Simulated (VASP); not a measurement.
# Bi2Te3 (R-3m) in VASP: a series of runs, part 2 of 2

VASP 6.6.1. The steps go on from the part before.

## 4. Single point, PBEsol (34.21 Å³/atom)

This run uses another cell than the first one, of 34.21 Å³/atom.

INCAR reads:

```
  ALGO = Normal
  EDIFF = 1E-6
  ENCUT = 520
  GGA = PS
  ISIF = 2
  ISMEAR = -1
  LASPH = True
  LCHARG = True
  LELF = True
  LREAL = False
  LVHAR = True
  LWAVE = False
  NBANDS = 32
  NELM = 80
  PREC = Accurate
  SIGMA = 0.08
```

KPOINTS reads:

```
k-points
0
Gamma
  7 7 7
```

POSCAR reads:

```
Bi2Te3
1.0
    2.2002863281      1.2703359038     10.1994432381
   -2.2002863281      1.2703359038     10.1994432381
    0.0000000000     -2.5406718076     10.1994432381
Bi Te
2 3
Direct
    0.4000000000      0.4000000000      0.4000000000
    0.6000000000      0.6000000000      0.6000000000
    0.0000000000      0.0000000000      0.0000000000
    0.2095000000      0.2095000000      0.2095000000
    0.7905000000      0.7905000000      0.7905000000
```

Command:

```
$ cat potpaw_PBE.64/Bi_d/POTCAR potpaw_PBE.64/Te/POTCAR > POTCAR
$ mpirun -np 1 vasp_std > vasp.out
```

It took 19 min on 1 thread of Intel Xeon 8259CL, shared host; peak memory 1 GiB.

Results (log left out):

| Property | Result |
| --- | --- |
| Free energy | -20.2848 eV |
| Pressure | -1.1 GPa |
| Largest force | 0.157 eV/Å |
| Band gap on the k mesh | 0.23 eV |

Forces on the atoms (eV/Å):
```
Bi   0.000  0.000  0.060
Bi   0.000  0.000 -0.060
Te   0.000  0.000  0.000
Te   0.000  0.000  0.157
Te   0.000  0.000 -0.157
```

Stress tensor (GPa, compression positive):
```
-0.97  0.00  0.00
 0.00 -0.97  0.00
 0.00  0.00 -1.31
```

Levels at points of the mesh, in eV from the valence-band top:
| k point | band 22 | band 23 | band 24 | band 25 | band 26 | band 27 |
| --- | --- | --- | --- | --- | --- | --- |
| (0.00, 0.00, 0.00) | -0.83 | -0.83 | 0.00 | 0.23 | 0.65 | 0.65 |

Caveat: the PAW data sets were made with another functional, which shifts forces and pressure a little; spin-orbit coupling is left out, which moves the levels of the heavy elements. A k mesh can miss the band edges.

## 5. Single point, PBEsol (35.23 Å³/atom)

This run uses another cell than the first one, of 35.23 Å³/atom.

INCAR reads:

```
  ALGO = Normal
  EDIFF = 1E-6
  ENCUT = 520
  GGA = PS
  ISIF = 2
  ISMEAR = -1
  LASPH = T
  LCHARG = T
  LELF = T
  LREAL = F
  LVHAR = T
  LWAVE = F
  NBANDS = 32
  NELM = 80
  PREC = Accurate
  SIGMA = 0.08
```

KPOINTS is that of step 4.

POSCAR, as its differences from that of step 4:

```diff
@@ -2,5 +2,5 @@
 1.0
-    2.2002863281      1.2703359038     10.1994432381
-   -2.2002863281      1.2703359038     10.1994432381
-    0.0000000000     -2.5406718076     10.1994432381
+    2.2218591383      1.2827909716     10.2994441566
+   -2.2218591383      1.2827909716     10.2994441566
+    0.0000000000     -2.5655819432     10.2994441566
 Bi Te
```

Potentials or basis: VASP PAW PBE potentials, release 64 (Bi_d, Te).

Command:

```
$ cat potpaw_PBE.64/Bi_d/POTCAR potpaw_PBE.64/Te/POTCAR > POTCAR
$ mpirun -np 1 vasp_std > vasp.out
```

OUTCAR:

```text
EDIFF = 1E-6
   ENCUT = 520
   GGA = PS
   ISIF = 2
   ISMEAR = -1
   LASPH = T
   LREAL = F
   NELM = 80
   PREC = Accurate

 ion  position               nearest neighbor table
   1  0.400  0.400  0.400-   5 3.11   5 3.11   5 3.11   3 3.29   3 3.29   3 3.29
   2  0.600  0.600  0.600-   4 3.11   4 3.11   4 3.11   3 3.29   3 3.29   3 3.29
   3  0.000  0.000  0.000-   2 3.29   2 3.29   1 3.29   1 3.29   2 3.29   1 3.29
   4  0.209  0.209  0.209-   2 3.11   2 3.11   2 3.11
   5  0.791  0.791  0.791-   1 3.11   1 3.11   1 3.11

  LATTYP: Found a trigonal (rhomboedric) cell.
 ALAT       =    10.6141773418
 COS(alpha) =     0.9123624232

  Lattice vectors:

 A1 = (   2.2218591383,   1.2827909716,  10.2994441566)
 A2 = (  -2.2218591383,   1.2827909716,  10.2994441566)
 A3 = (   0.0000000000,  -2.5655819432,  10.2994441566)

Analysis of symmetry for initial positions (statically):
=====================================================================
 Subroutine PRICEL returns:
 Original cell was already a primitive cell.

[... 175 lines left out ...]

 val. band max:        5.5469176458   @ k =   0.0000   0.0000   0.0000
 cond. band min:       5.7969235093   @ k =   0.0000   0.0000   0.0000
 fundamental gap:      0.2500058635
 Fermi energy:         5.6937575973

 k-point     1 :       0.0000    0.0000    0.0000
  band No.  band energies     occupation
      1     -17.4965      2.00000
      2     -17.4965      2.00000
      3     -17.4954      2.00000
      4     -17.4954      2.00000
      5     -17.4902      2.00000
      6     -17.4890      2.00000
[... 829 lines left out ...]
     31      10.0405      0.00000
     32      10.0816      0.00000

 [... further k-points ...]

------------------------ aborting loop because EDIFF is reached ----------------------------------------

  FORCE on cell =-STRESS in cart. coord.  units (eV):
  Direction    XX          YY          ZZ          XY          YZ          ZX
  --------------------------------------------------------------------------------------
  -------------------------------------------------------------------------------------
  Total       -2.4982976     -2.4982976     -2.9564190      0.0000000     -0.0000000      0.0000000
  in kB      -22.7257015    -22.7257015    -26.8929914      0.0000000     -0.0000000      0.0000000
  external PRESSURE =     -24.1147981 kB  Pullay stress =       0.0000000 kB

 VOLUME and BASIS-vectors are now :
 -----------------------------------------------------------------------------
  energy-cutoff  :      520.00
  volume of cell :      176.13
      direct lattice vectors                 reciprocal lattice vectors
     2.221859138  1.282790972 10.299444157     0.225036768  0.129925039  0.032364206
    -2.221859138  1.282790972 10.299444157    -0.225036768  0.129925039  0.032364206
     0.000000000 -2.565581943 10.299444157     0.000000000 -0.259850077  0.032364206

 POSITION                                       TOTAL-FORCE (eV/Angst)
 -----------------------------------------------------------------------------------
      0.00000      0.00000     12.35933         0.000000      0.000000      0.128922
      0.00000      0.00000     18.53900         0.000000     -0.000000     -0.128922
      0.00000      0.00000      0.00000         0.000000      0.000000      0.000000
      0.00000      0.00000      6.47320         0.000000      0.000000      0.326716
      0.00000      0.00000     24.42513         0.000000     -0.000000     -0.326716
 -----------------------------------------------------------------------------------
    total drift:                               -0.000000     -0.000000     -0.000000

  FREE ENERGIE OF THE ION-ELECTRON SYSTEM (eV)
  ---------------------------------------------------
  free  energy   TOTEN  =       -20.2300321543 eV

  energy  without entropy=      -20.2283307999  energy(sigma->0) =      -20.22918148
```

OSZICAR:

```text
N       E                     dE             d eps       ncg     rms          rms(c)
DAV:   1     0.426464779622E+03    0.42646E+03   -0.21466E+04  2816   0.143E+03
DAV:   2     0.255833925878E+02   -0.40088E+03   -0.38573E+03  2904   0.371E+02
DAV:   3    -0.185942417072E+02   -0.44178E+02   -0.42085E+02  3608   0.136E+02
DAV:   4    -0.204474240831E+02   -0.18532E+01   -0.18460E+01  3152   0.296E+01
DAV:   5    -0.205321204726E+02   -0.84696E-01   -0.84686E-01  4192   0.632E+00    0.722E+00
DAV:   6    -0.202295001124E+02    0.30262E+00   -0.36779E-01  3776   0.486E+00    0.529E+00
DAV:   7    -0.202303129297E+02   -0.81282E-03   -0.19566E-01  3568   0.194E+00    0.126E+00
DAV:   8    -0.202302615900E+02    0.51340E-04   -0.26373E-02  3144   0.904E-01    0.515E-01
DAV:   9    -0.202298984433E+02    0.36315E-03   -0.22024E-03  3528   0.346E-01    0.292E-01
DAV:  10    -0.202300236170E+02   -0.12517E-03   -0.77843E-04  3096   0.149E-01    0.505E-02
DAV:  11    -0.202300299317E+02   -0.63146E-05   -0.38756E-05  3344   0.391E-02    0.262E-02
DAV:  12    -0.202300321381E+02   -0.22065E-05   -0.14362E-05  3192   0.188E-02    0.153E-02
DAV:  13    -0.202300321543E+02   -0.16144E-07   -0.14524E-06  2136   0.930E-03
   1 F= -.20230032E+02 E0= -.20229181E+02  d E =-.170135E-02
```

stdout:

```text
POSCAR found type information on POSCAR BiTe
 POSCAR found :  2 types and       5 ions
 scaLAPACK will be used
 -----------------------------------------------------------------------------
|                                                                             |
|                                                                             |
|     You enforced a specific xc type in the INCAR file but a different       |
|     I HOPE YOU KNOW WHAT YOU ARE DOING!                                     |
|                                                                             |
 -----------------------------------------------------------------------------

 LDA part: xc-table for (Slater+PW92), standard interpolation
 POSCAR, INCAR and KPOINTS ok, starting setup
 FFT: planning ... GRIDC
 FFT: planning ... GRID_SOFT
 FFT: planning ... GRID
 WAVECAR not read
 entering main loop
```

It took 21 min on 1 thread of Intel Xeon 8259CL, shared host; peak memory 1 GiB.

Results:

```
Free energy            : -20.2300 eV
Pressure               : -2.4 GPa
Largest force          : 0.327 eV/Å
Band gap on the k mesh : 0.25 eV
```

Forces in eV/Å, atoms in the order of the input:
```
Bi   0.000  0.000  0.129
Bi   0.000  0.000 -0.129
Te   0.000  0.000  0.000
Te   0.000  0.000  0.327
Te   0.000  0.000 -0.327
```

Caveat: the PAW data sets were made with another functional, which shifts forces and pressure a little; spin-orbit coupling is left out, which moves the levels of the heavy elements. A k mesh can miss the band edges.

## 6. Single point, PBEsol (equal xx and yy strain of -2 %)

INCAR reads:

```
SYSTEM = Bi2Te3
  ALGO = Normal
  EDIFF = 1E-6
  ENCUT = 520
  GGA = PS
  ISIF = 2
  ISMEAR = -1
  LASPH = .True.
  LCHARG = .False.
  LREAL = .False.
  LWAVE = .False.
  NBANDS = 32
  NELM = 60
  PREC = Accurate
  SIGMA = 0.08
```

KPOINTS reads:

```
k-points
0
Gamma
  7 7 7
  0 0 0
```

POSCAR, as its differences from that of step 5:

```diff
@@ -2,5 +2,5 @@
 1.0
-    2.2218591383      1.2827909716     10.2994441566
-   -2.2218591383      1.2827909716     10.2994441566
-    0.0000000000     -2.5655819432     10.2994441566
+    2.1491405472      1.2408068734     10.1656700000
+   -2.1491405472      1.2408068734     10.1656700000
+    0.0000000000     -2.4816137469     10.1656700000
 Bi Te
```

Potentials or basis: VASP PAW PBE potentials, release 64 (Bi_d, Te).

Command:

```
$ cat potpaw_PBE.64/Bi_d/POTCAR potpaw_PBE.64/Te/POTCAR > POTCAR
$ mpirun -np 1 vasp_std > vasp.out
```

Wall time 14 min (1 thread of AMD EPYC 9R45 (Zen 5), shared host); peak memory 0.96 GiB.

Results (log left out):

```yaml
Free_energy: -20.2639 eV
Pressure: 1.6 GPa
Largest_force: 0.117 eV/Å
Band_gap_on_the_k_mesh: 0.26 eV
```

Forces in eV/Å, atoms in the order of the input:
```
Bi   0.000  0.000 -0.073
Bi   0.000  0.000  0.073
Te   0.000  0.000  0.000
Te   0.000  0.000 -0.117
Te   0.000  0.000  0.117
```

Stress tensor (GPa, compression positive):
```
1.89 0.00 0.00
0.00 1.89 0.00
0.00 0.00 1.05
```

Levels at points of the mesh, in eV from the valence-band top:
```csv
k point,band 20,band 21,band 22,band 23,band 24,band 25,band 26,band 27,band 28,band 29
"(0.00, 0.00, 0.00)",-1.80,-1.80,-0.93,-0.93,0.00,0.26,0.59,0.59,1.93,2.06
```

Caveat: the cell differs from its parent crystal (equal xx and yy strain of -2 %); the PAW data sets were made with another functional, which shifts forces and pressure a little; spin-orbit coupling is left out, which moves the levels of the heavy elements. A k mesh can miss the band edges.

## 7. Overview

```csv
cell,gap on the mesh (eV),pressure (GPa),largest force (eV/Å)
"a = 10.262 Å, angles 24.2°, 5 atoms",0.19,3.1,0.32
"a = 10.406 Å, angles 24.2°, 5 atoms",0.21,0.5,0.03
"a = 10.511 Å, angles 24.2°, 5 atoms",0.23,-1.1,0.16
"a = 10.614 Å, angles 24.2°, 5 atoms",0.25,-2.4,0.33
"a = 10.464 Å, angles 23.7°, 5 atoms",0.26,1.6,0.12
```

Alike in all rows: task single point; level PBEsol; potentials or basis VASP PAW PBE potentials, release 64 (Bi_d, Te); no spin polarisation; k mesh 7 × 7 × 7; cutoff (eV) 520; smearing fermi-dirac 0.08 eV.

Caveats: the PAW data sets were made with another functional, which shifts forces and pressure a little; spin-orbit coupling is left out, which moves the levels of the heavy elements; the cell stands under pressure (at least some runs).

Total energies depend on the potentials used, so only differences within one code and one set of settings carry meaning.
